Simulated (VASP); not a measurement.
A run of VASP 6.6.1 is set up as follows.

File INCAR:

```
SYSTEM = CuI
PREC = Accurate ; ENCUT = 520
EDIFF = 1E-6 ; ISMEAR = 0
SIGMA = 0.01 ; LREAL = .FALSE.
LASPH = .TRUE. ; NELM = 150
ALGO = Normal ; ISIF = 2
LWAVE = .FALSE. ; LCHARG = .FALSE.
MAGMOM = 0 0 0 0 0 0 ; LORBIT = 11
LSORBIT = .TRUE. ; GGA_COMPAT = .FALSE.
LORBMOM = .TRUE. ; LMAXMIX = 4
GGA = PS ; NBANDS = 30
```

File KPOINTS:

```
Automatic mesh
0
G
  6 6 6
  0 0 0
```

Contents of POSCAR:

```
CuI
1.0
    2.9695406952      2.9695406952      0.0000000000
   -2.9695406952      2.9695406952      0.0000000000
    0.0000000000      2.9695406952      2.9695406952
Cu I
1 1
Direct
    0.7500000000      0.2500000000      0.5000000000
    0.0000000000      0.0000000000      0.0000000000
```

Potentials or basis: VASP PAW PBE potentials, release 64 (Cu, I).

Launch:

```console
$ cat potpaw_PBE.64/Cu/POTCAR potpaw_PBE.64/I/POTCAR > POTCAR
$ mpirun -np 1 vasp_ncl > vasp.out
```

Problem. Predict the net moment.

Solution. 0.00 μB per cell.

Problem. What does it give for the pressure?

Solution. 0.3 GPa.

Moments on the atoms (μB; x, y, z):
```
Cu  0.00 0.00 0.00
I   0.00 0.00 0.00
```

Caveat: the PAW data sets were made with another functional, which shifts forces and pressure a little.
